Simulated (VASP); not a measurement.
# SrCl2 (P-6m2) in VASP: notebook

The runs below take SrCl2 through single point, with PBE.

All numbers are computed with VASP 6.6.1; they aren't measurements. Logs are shortened: lines on timing, memory, paths and dates and some standing lists are left out, and cuts for length are marked.

**1. The cell of the first run**

It takes space group P-6m2 (No. 187, hexagonal). Conventional cell: a = 4.221 Å, b = 4.221 Å, c = 7.459 Å, α = 90.00°, β = 90.00°, γ = 120.00°. Within 3.9 Å of Sr (site symmetry -6m2) lie 6 Cl at 2.94 Å. Within 3.9 Å of Cl (site symmetry 3m) lie 3 Sr at 2.94 Å and 1 Cl at 3.31 Å.

**2. Single point, PBE**

The input, INCAR:

```
ALGO = Normal
EDIFF = 1E-6
ENCUT = 500
GGA = PE
GGA_COMPAT = F
ISIF = 2
ISMEAR = 0
LASPH = T
LCHARG = F
LREAL = F
LWAVE = F
NBANDS = 19
NELM = 120
PREC = Accurate
SIGMA = 0.15
```

The input, KPOINTS:

```
k-points
0
Gamma
  4 4 3
```

The input, POSCAR:

```
SrCl2
1.0
    4.2206515197      0.0000000000      0.0000000000
   -2.1103257599      3.6551914366      0.0000000000
    0.0000000000      0.0000000000      7.4588207801
Sr Cl
1 2
Direct
    0.0000000000      0.0000000000      0.5000000000
    0.3333333333      0.6666666667      0.2783522645
    0.3333333333      0.6666666667      0.7216477355
```

Potentials or basis: VASP PAW PBE potentials, release 64 (Sr_sv, Cl).

Launch:

```
$ cat potpaw_PBE.64/Sr_sv/POTCAR potpaw_PBE.64/Cl/POTCAR > POTCAR
$ mpirun -np 1 vasp_std > vasp.out
```

OUTCAR:

```text
EDIFF = 1E-6
   ENCUT = 500
   GGA = PE
   ISIF = 2
   ISMEAR = 0
   LASPH = T
   LREAL = F
   NELM = 120
   PREC = Accurate

 ion  position               nearest neighbor table
   1  0.000  0.000  0.500-   2 2.94   3 2.94   2 2.94   3 2.94   2 2.94   3 2.94
   2  0.333  0.667  0.278-   1 2.94   1 2.94   1 2.94
   3  0.333  0.667  0.722-   1 2.94   1 2.94   1 2.94

  LATTYP: Found a hexagonal cell.
 ALAT       =     4.2206515197
 C/A-ratio  =     1.7672202373

  Lattice vectors:

 A1 = (   4.2206515197,   0.0000000000,   0.0000000000)
 A2 = (  -2.1103257599,   3.6551914366,   0.0000000000)
 A3 = (   0.0000000000,   0.0000000000,   7.4588207801)

Analysis of symmetry for initial positions (statically):
=====================================================================
 Subroutine PRICEL returns:
 Original cell was already a primitive cell.

 Routine SETGRP: Setting up the symmetry group for a
 hexagonal supercell.

 Subroutine GETGRP returns: Found 12 space group operations
 (whereof 12 operations were pure point group operations)
 out of a pool of 24 trial point group operations.

The static configuration has the point symmetry D_3h.

Analysis of symmetry for dynamics (positions and initial velocities):
=====================================================================
 Subroutine PRICEL returns:
 Original cell was already a primitive cell.

 Routine SETGRP: Setting up the symmetry group for a
 hexagonal supercell.

 Subroutine GETGRP returns: Found 12 space group operations
 (whereof 12 operations were pure point group operations)
 out of a pool of 24 trial point group operations.

The dynamic configuration has the point symmetry D_3h.

 Subroutine INISYM returns: Found 12 space group operations
 (whereof 12 operations are pure point group operations),
 and found     1 'primitive' translations

----------------------------------------------------------------------------------------

                                     Primitive cell

  volume of cell :     115.0694

  direct lattice vectors                    reciprocal lattice vectors
     4.220651520  0.000000000  0.000000000     0.236930245  0.136791741  0.000000000
    -2.110325760  3.655191437  0.000000000     0.000000000  0.273583482  0.000000000
     0.000000000  0.000000000  7.458820780     0.000000000  0.000000000  0.134069450

  length of vectors
     4.220651520  4.220651520  7.458820780     0.273583482  0.273583482  0.134069450

  position of ions in fractional coordinates (direct lattice)
     0.000000000  0.000000000  0.500000000
     0.333333333  0.666666667  0.278352265
     0.333333333  0.666666667  0.721647735

  ion indices of the primitive-cell ions
   primitive index   ion index
                 1           1
                 2           2
                 3           3

----------------------------------------------------------------------------------------

 KPOINTS: k-points

Automatic generation of k-mesh.
 Grid dimensions read from file:
 generate k-points for:    4    4    3

 Generating k-lattice:

  Cartesian coordinates                     Fractional coordinates (reciprocal lattice)
     0.059232561  0.034197935  0.000000000     0.250000000  0.000000000  0.000000000
     0.000000000  0.068395870  0.000000000     0.000000000  0.250000000  0.000000000
     0.000000000  0.000000000  0.044689817     0.000000000  0.000000000  0.333333333

  Length of vectors
     0.068395870  0.068395870  0.044689817

  Shift w.r.t. Gamma in fractional coordinates (k-lattice)
     0.000000000  0.000000000  0.000000000

 Subroutine IBZKPT returns following result:
 ===========================================

 Found      8 irreducible k-points:

 Following reciprocal coordinates:
            Coordinates               Weight
  0.000000  0.000000  0.000000      1.000000
  0.250000  0.000000  0.000000      6.000000
  0.500000  0.000000  0.000000      3.000000
  0.250000  0.250000  0.000000      6.000000
  0.000000  0.000000  0.333333      2.000000
  0.250000  0.000000  0.333333     12.000000
  0.500000  0.000000  0.333333      6.000000
  0.250000  0.250000  0.333333     12.000000
   k-points           NKPTS =      8   k-points in BZ     NKDIM =      8   number of bands    NBANDS=     19
   number of dos      NEDOS =    301   number of ions     NIONS =      3
   total plane-waves  NPLWV =  55296
   dimension x,y,z NGX =    32 NGY =   32 NGZ =   54
   dimension x,y,z NGXF=    64 NGYF=   64 NGZF=  108
   ions per type =               1   2
   NGX,Y,Z   is equivalent  to a cutoff of  12.60, 12.60, 12.04 a.u.
   NGXF,Y,Z  is equivalent  to a cutoff of  25.21, 25.21, 24.07 a.u.
 SYSTEM =  unknown system
   PREC   = accura    normal or accurate (medium, high low for compatibility)
   ISTART =      0    job   : 0-new  1-cont  2-samecut
   ICHARG =      2    charge: 1-file 2-atom 10-const
   ISPIN  =      1    spin polarized calculation?
   LNONCOLLINEAR =      F non collinear calculations
   LSORBIT =      F    spin-orbit coupling
   LASPH  =      T    aspherical Exc in radial PAW
   ENCUT  =  500.0 eV  36.75 Ry    6.06 a.u.   7.70  7.70 13.60*2*pi/ulx,y,z
   NELM   =    120;   NELMIN=  2; NELMDL= -5     # of ELM steps
   EDIFF  = 0.1E-05   stopping-criterion for ELM
   LREAL  =      F    real-space projection
   EDIFFG = 0.1E-04   stopping-criterion for IOM
   NSW    =      0    number of steps for IOM
   IBRION =     -1    ionic relax: 0-MD 1-quasi-New 2-CG
   NFREE  =      0    steps in history (QN), initial steepest desc. (CG)
   ISIF   =      2    stress and relaxation
   ISYM   =      2    0-nonsym 1-usesym 2-fastsym
   POTIM  = 0.5000    time-step for ionic-motion
   TEBEG  =    0.0;   TEEND  =   0.0 temperature during run
   PSTRESS=    0.0 pullay stress
   NELECT =      24.0000    total number of electrons
   NUPDOWN=      -1.0000    fix difference up-down
   EMIN   =  10.00;   EMAX   =-10.00  energy-range for DOS
   EFERMI =   0.00;   METHOD = LEGACY
   ISMEAR =     0;   SIGMA  =   0.15  broadening in eV -4-tet -1-fermi 0-gaus
   EFERMI_NEDOS =   21; number of points for ismear=-14 and -15
   IALGO  =     38    algorithm
   IMIX   =      4    mixing-type and parameters
     AMIX     =   0.40;   BMIX     =  1.00
     AMIX_MAG =   1.60;   BMIX_MAG =  1.00
  volume/ion in A,a.u.               =      38.36       258.84
  Fermi-wavevector in a.u.,A,eV,Ry     =   0.970865  1.834668 12.824552  0.942578
  Thomas-Fermi vector in A             =   2.101035
   LORBIT       =      0    0 simple, 1 ext, 2 COOP (PROOUT), +10 PAW based schemes
   GGA     = PE    functional components
   LHFCALC =     F    Hartree Fock is set to
   AEXX    =    0.0000 exact exchange contribution
   IVDW    =     0    specifies the selected vdW correction
   LEPSILON=     F    determine dielectric tensor
   LRPA    =     F    only Hartree local field effects (RPA)
 non-spin polarized calculation
 Gauss-broadening in eV      SIGMA  =   0.15
  energy-cutoff  :      500.00
  volume of cell :      115.07
 maximum number of plane-waves:      2937
 NGX is ok and might be reduce to    32
   NGX = 15   NGY = 15   NGZ = 27

 number of electron      24.0000003 magnetization

 Free energy of the ion-electron system (eV)
  ---------------------------------------------------
  ext. energy  EPLUGINS =         0.00000000
  ---------------------------------------------------
  free energy    TOTEN  =       -12.20138555 eV

  energy without entropy =      -12.20138555  energy(sigma->0) =      -12.20138555

 E-fermi :  -1.1813     XC(G=0):  -6.8389

 val. band max:       -1.9104871465   @ k =   0.0000   0.0000   0.0000
 cond. band min:       2.7218478966   @ k =   0.0000   0.0000   0.0000
 fundamental gap:      4.6323350430
 Fermi energy:        -1.1813294083

 k-point     1 :       0.0000    0.0000    0.0000
  band No.  band energies     occupation
      1     -35.0303      2.00000
      2     -17.2090      2.00000
      3     -17.0000      2.00000
      4     -17.0000      2.00000
      5     -14.8077      2.00000
      6     -14.2017      2.00000
[... 11 lines left out ...]
     18       5.3358      0.00000
     19       5.9091      0.00000

 k-point     2 :       0.2500    0.0000    0.0000
  band No.  band energies     occupation
      1     -35.0235      2.00000
      2     -17.2138      2.00000
      3     -17.1170      2.00000
      4     -17.0260      2.00000
      5     -14.5872      2.00000
      6     -14.3042      2.00000
[... 11 lines left out ...]
     18       5.9212      0.00000
     19       7.3553      0.00000

 k-point     3 :       0.5000    0.0000    0.0000
  band No.  band energies     occupation
      1     -35.0166      2.00000
      2     -17.3961      2.00000
      3     -17.0517      2.00000
      4     -17.0175      2.00000
      5     -14.4143      2.00000
      6     -14.3987      2.00000
[... 11 lines left out ...]
     18       6.5076      0.00000
     19       7.1834      0.00000

 k-point     4 :       0.2500    0.2500    0.0000
  band No.  band energies     occupation
      1     -35.0166      2.00000
      2     -17.3542      2.00000
      3     -17.1002      2.00000
      4     -17.0179      2.00000
      5     -14.4131      2.00000
      6     -14.3927      2.00000
[... 11 lines left out ...]
     18       6.7886      0.00000
     19       7.4341      0.00000

 k-point     5 :       0.0000    0.0000    0.3333
  band No.  band energies     occupation
      1     -35.0303      2.00000
      2     -17.2099      2.00000
      3     -17.0001      2.00000
      4     -17.0001      2.00000
      5     -14.7921      2.00000
      6     -14.2193      2.00000
[... 11 lines left out ...]
     18       5.3174      0.00000
     19       5.3174      0.00000

 k-point     6 :       0.2500    0.0000    0.3333
  band No.  band energies     occupation
      1     -35.0235      2.00000
      2     -17.2135      2.00000
      3     -17.1176      2.00000
      4     -17.0260      2.00000
      5     -14.5725      2.00000
      6     -14.3206      2.00000
[... 11 lines left out ...]
     18       5.9045      0.00000
     19       6.7148      0.00000

 k-point     7 :       0.5000    0.0000    0.3333
  band No.  band energies     occupation
      1     -35.0166      2.00000
      2     -17.3955      2.00000
      3     -17.0517      2.00000
      4     -17.0176      2.00000
      5     -14.4318      2.00000
      6     -14.3827      2.00000
[... 11 lines left out ...]
     18       6.5198      0.00000
     19       7.3557      0.00000

 k-point     8 :       0.2500    0.2500    0.3333
  band No.  band energies     occupation
      1     -35.0166      2.00000
      2     -17.3536      2.00000
      3     -17.1002      2.00000
      4     -17.0180      2.00000
      5     -14.4304      2.00000
      6     -14.3768      2.00000
[... 11 lines left out ...]
     18       6.9649      0.00000
     19       7.4124      0.00000

------------------------ aborting loop because EDIFF is reached ----------------------------------------

  FORCE on cell =-STRESS in cart. coord.  units (eV):
  Direction    XX          YY          ZZ          XY          YZ          ZX
  --------------------------------------------------------------------------------------
  -------------------------------------------------------------------------------------
  Total        0.0101422      0.0101422      0.0713383     -0.0000000     -0.0000000      0.0000000
  in kB        0.1412155      0.1412155      0.9932846     -0.0000000     -0.0000000      0.0000000
  external PRESSURE =       0.4252385 kB  Pullay stress =       0.0000000 kB

 VOLUME and BASIS-vectors are now :
 -----------------------------------------------------------------------------
  energy-cutoff  :      500.00
  volume of cell :      115.07
      direct lattice vectors                 reciprocal lattice vectors
     4.220651520  0.000000000  0.000000000     0.236930245  0.136791741  0.000000000
    -2.110325760  3.655191437  0.000000000     0.000000000  0.273583482  0.000000000
     0.000000000  0.000000000  7.458820780     0.000000000  0.000000000  0.134069450

 POSITION                                       TOTAL-FORCE (eV/Angst)
 -----------------------------------------------------------------------------------
      0.00000      0.00000      3.72941         0.000000      0.000000      0.000000
     -0.00000      2.43679      2.07618         0.000000      0.000000     -0.013690
     -0.00000      2.43679      5.38264        -0.000000      0.000000      0.013690
 -----------------------------------------------------------------------------------
    total drift:                                0.000001     -0.000000     -0.000000

  FREE ENERGIE OF THE ION-ELECTRON SYSTEM (eV)
  ---------------------------------------------------
  free  energy   TOTEN  =       -12.2013855546 eV

  energy  without entropy=      -12.2013855546  energy(sigma->0) =      -12.20138555
```

Wall time 15 s (1 thread of Intel Xeon Platinum 8259CL at 2.50GHz (Skylake/Cascade Lake), shared host); peak memory 0.22 GiB.

Results:

```
Free energy            : -12.2014 eV
Pressure               : 0.0 GPa
Largest force          : 0.014 eV/Å
Band gap on the k mesh : 4.63 eV, direct
```

Forces on the atoms (eV/Å):
```
Sr   0.000  0.000  0.000
Cl   0.000  0.000 -0.014
Cl   0.000  0.000  0.014
```

Caveat: the k points lie up to 0.43 Å⁻¹ apart.

**3. Single point, PBE**

This run uses another cell than the first one, of 36.84 Å³/atom, 0.961 times its volume.

The input, INCAR:

```
PREC = Accurate
ENCUT = 500
EDIFF = 1E-6
ISMEAR = 0
SIGMA = 0.15
LREAL = F
LASPH = T
NELM = 120
ALGO = Normal
ISIF = 2
LWAVE = F
LCHARG = F
GGA = PE
NBANDS = 19
GGA_COMPAT = F
```

The input, KPOINTS:

```
regular mesh
0
Gamma
  5 5 2
```

The input, POSCAR:

```
SrCl2
1.0
    4.1794846774      0.0000000000      0.0000000000
   -2.0897423387      3.6195399053      0.0000000000
    0.0000000000      0.0000000000      7.3063635206
Sr Cl
1 2
Direct
    0.6666666667      0.3333333333      0.5000000000
    0.0000000000      0.0000000000      0.2737967651
    0.0000000000      0.0000000000      0.7262032349
```

Potentials or basis: VASP PAW PBE potentials, release 64 (Sr_sv, Cl).

Launch:

```
$ cat potpaw_PBE.64/Sr_sv/POTCAR potpaw_PBE.64/Cl/POTCAR > POTCAR
$ mpirun -np 1 vasp_std > vasp.out
```

Wall time 19 s (1 thread of Intel Xeon Platinum 8259CL at 2.50GHz (Skylake/Cascade Lake), shared host); peak memory 0.22 GiB.

Results (log left out):

| Item | Value |
| --- | --- |
| Free energy | -12.1933 eV |
| Pressure | 0.6 GPa |
| Largest force | 0.070 eV/Å |
| Band gap on the k mesh | 4.67 eV, direct |

Forces in eV/Å, atoms in the order of the input:
```
Sr   0.000  0.000  0.000
Cl   0.000  0.000 -0.070
Cl   0.000  0.000  0.070
```

Stress tensor (GPa, compression positive):
```
0.62 0.00 0.00
0.00 0.62 0.00
0.00 0.00 0.52
```

Levels at points of the mesh, in eV from the valence-band top:
| k point | band 10 | band 11 | band 12 | band 13 | band 14 | band 15 |
| --- | --- | --- | --- | --- | --- | --- |
| (0.00, 0.00, 0.00) | -0.70 | -0.70 | 0.00 | 4.67 | 6.27 | 6.67 |
| (0.00, 0.00, 0.50) | -0.73 | -0.73 | -0.47 | 5.10 | 6.38 | 6.71 |

Caveat: the k points lie up to 0.43 Å⁻¹ apart. A k mesh can miss the band edges.
